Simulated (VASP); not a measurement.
Crystal: Ta.

```
Ta
1.0
    -1.65128    1.65128    1.65128
     1.65128   -1.65128    1.65128
     1.65128    1.65128   -1.65128
Ta
1
Direct
  0.00000 0.00000 0.00000
```

* Program: VASP 6.6.1
* Task: relaxation of cell and atoms
* Functional: LDA
* Potentials or basis: VASP PAW LDA potentials, release 64 (Ta_pv)
* Cutoff: 600 eV
* k mesh: 9 × 9 × 9
* Occupations: gaussian, width 0.05 eV
* Spin: no spin polarisation

At the start: pressure -9.3 GPa; volume 18.01 Å³/atom.

**Question.** How do energy, volume and symmetry change on relaxing?

**Answer.** Over 4 steps the energy falls by 25.0 meV/atom and the volume is 17.19 Å³/atom (-4.5 %); space group Im-3m (No. 229, to 0.05 Å).

The path:
| step | energy change (eV) | largest force (eV/Å) | pressure (GPa) | volume (Å³) |
| --- | --- | --- | --- | --- |
| 1 | 0.0000 | 0.0000 | -9.29 | 18.01 |
| 2 | 0.1279 | 0.0000 | 29.83 | 15.42 |
| 3 | -0.0249 | 0.0000 | -0.65 | 17.24 |
| 4 | -0.0250 | 0.0000 | -0.07 | 17.19 |

Final structure:
```xyz
1
Lattice="-1.6259 1.6259 1.6259 1.6259 -1.6259 1.6259 1.6259 1.6259 -1.6259" Properties=species:S:1:pos:R:3 pbc="T T T"
Ta    0.0000    0.0000    0.0000
```
